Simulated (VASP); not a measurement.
Runs of VASP 6.6.1 on Ta. The structure is that of space group Fm-3m (No. 225), or close to it. The cells are those of the table. 

```tsv
cell	further INCAR settings	gap on the mesh (eV)	pressure (GPa)
a = 3.074 Å, angles 122.4, 122.4, 85.9°, 1 atom	ALGO = Fast; EDIFF = 1e-06; NBANDS = 12	none	-8.8
a = 2.882 Å, angles 120.4, 120.4, 89.3°, 1 atom	ALGO = Fast; EDIFF = 1e-07; NBANDS = 12	none	(b)
a = 3.016 Å, angles 122.4, 122.4, 85.9°, 1 atom	ALGO = Fast; EDIFF = 1e-07; NBANDS = 12	none	(a)
a = 3.021 Å, angles 120.4, 120.4, 89.3°, 1 atom	ALGO = Fast; EDIFF = 1e-07; NBANDS = 12	none	-5.1
a = 3.036 Å, angles 122.4, 122.4, 85.9°, 1 atom	ALGO = Fast; EDIFF = 1e-06; NBANDS = 12	none	-2.5
```

Alike in all rows: task single point; level PBE; potentials or basis VASP PAW PBE potentials, release 64 (Ta_pv); no spin polarisation; k mesh 20 × 20 × 20; cutoff (eV) 520; smearing gaussian 0.15 eV.

Question: Estimate the missing entries.

Answer: (a) 1.2; (b) 26.8.

Caveats: spin-orbit coupling is left out, which moves the levels of the heavy elements.

A k mesh can miss the band edges, and the runs leave out spin-orbit coupling on Ta.

A gap of «none» marks levels without a gap at the run's occupations.
